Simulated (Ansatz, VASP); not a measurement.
**Al in VASP and in Ansatz**

```
CELL_PARAMETERS angstrom
0.00000 2.08470 2.05434
2.08470 0.00000 2.05434
2.08470 2.08470 0.00000
ATOMIC_POSITIONS crystal
Al 0.00000 0.00000 0.00000
```

Change from the starting cell: strain +0.030 along x and y, +0.015 along z, atoms carried along.

Alike in both runs: task single point; functional PBE; k mesh 20 × 20 × 20; occupations gaussian, width 0.15 eV; no spin polarisation.

|  | VASP | Ansatz |
| --- | --- | --- |
| version | VASP 6.6.1 | Ansatz 0.2.0 |
| potentials or method | VASP PAW PBE potentials, release 64 (Al), cutoff 520 eV | scalar-relativistic, plane waves, PAW |
| valence electrons in the cell | 3 | 3 |

```csv
,VASP,Ansatz,Ansatz less VASP
gap on the k mesh at the Fermi level (eV),none,none,-
pressure (GPa),-5.1,-5.1,+0.03
```

A gap of «none» marks a metal or a gap that the smearing closes.
